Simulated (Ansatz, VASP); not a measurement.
One calculation of Al9H, two programs

```
Al H
1.0
     5.70709    0.00000    0.00000
    -1.42677    9.70148    0.00000
     0.00000    0.00000   22.79037
Al H
18 2
Direct
  0.26622 0.06489 0.17551
  0.76622 0.06489 0.17551
  0.33548 0.34192 0.21920
  0.83548 0.34192 0.21920
  0.14933 0.59733 0.22794
  0.64933 0.59733 0.22794
  0.46318 0.85274 0.23668
  0.96318 0.85274 0.23668
  0.03198 0.12771 0.28083
  0.53198 0.12771 0.28083
  0.09979 0.40422 0.33011
  0.59979 0.40422 0.33011
  0.41440 0.65967 0.33698
  0.91440 0.65967 0.33698
  0.22631 0.91108 0.34493
  0.72631 0.91108 0.34493
  0.29624 0.18141 0.38571
  0.79624 0.18141 0.38571
  0.60626 0.31067 0.44757
  0.60626 0.53859 0.44757
```

Alike in both runs: task single point; functional PBE; k mesh 5 × 3 × 1; occupations gaussian, width 0.1 eV; no spin polarisation.

|  | VASP | Ansatz |
| --- | --- | --- |
| version | VASP 6.6.1 | Ansatz 0.2.0 |
| potentials or method | VASP PAW PBE potentials, release 64 (Al, H), cutoff 520 eV | scalar-relativistic, plane waves, PAW |
| valence electrons in the cell | 56 | 56 |

|  | VASP | Ansatz | Ansatz less VASP |
| --- | --- | --- | --- |
| gap on the k mesh at the Fermi level (eV) | none | none | - |
| rms of the force components (eV/Å) | 0.242 | 0.242 | +0.0001 |

Atom by atom the forces differ by 0.001 eV/Å (rms over components). A gap of «none» marks a metal or a gap that the smearing closes. With one functional, cell and mesh, what is left measures potentials, basis and numerics.
